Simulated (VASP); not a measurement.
Write the native input for VASP 6.6.1 that does the following.

- Task: single point
- Functional: PBE
- Potentials or basis: VASP PAW PBE potentials, release 64 (Ge_d, Sb)
- Cutoff: 520 eV
- k mesh: 6 × 4 × 4
- Occupations: gaussian, width 0.2 eV
- Spin: no spin polarisation
- Dipole correction: no
- Further INCAR settings: ALGO = Normal; EDIFF = 1e-07; NBANDS = 42

The structure of Ge2Sb lies in POSCAR:

```
Ge2Sb
1.0
   -4.0324137455      0.0000000000      0.0000000000
    0.0000000000      0.0000000000     -4.9099774675
    0.0000000001     -6.9843454844      0.0000000000
Ge Sb
4 2
Direct
    0.5000000000      0.3549599835      0.8333333333
    0.0000000000      0.3549599835      0.3333333333
    0.0000000000      0.6450400165      0.6666666667
    0.5000000000      0.6450400165      0.1666666667
    0.0000000000      0.0000000000      1.0000000000
    0.5000000000      0.0000000000      0.5000000000
```

One way to write it, as run:

INCAR

```
PREC = Accurate
ENCUT = 520
EDIFF = 1E-7
ISMEAR = 0
SIGMA = 0.2
LREAL = F
LASPH = T
NELM = 100
ALGO = Normal
ISIF = 2
LWAVE = F
LCHARG = T
GGA = PE
LELF = T
LVHAR = T
NBANDS = 42
```

KPOINTS

```
Automatic mesh
0
Gamma
  6 4 4
```

Potentials or basis: VASP PAW PBE potentials, release 64 (Ge_d, Sb).

Run with:

```sh
$ cat potpaw_PBE.64/Ge_d/POTCAR potpaw_PBE.64/Sb/POTCAR > POTCAR
$ mpirun -np 1 vasp_std > vasp.out
```

Results of the run:

- Pressure: -0.1 GPa
- Largest force: 0.010 eV/Å
- Band gap on the k mesh: zero (bands 33 and 34 overlap by 4.32 eV)

Caveat: spin-orbit coupling is left out, which moves the levels of the heavy elements.

It took 3.7 min on 1 thread of AMD EPYC 7R13 Processor (Zen 3), on a shared host, peak memory 0.32 GiB.
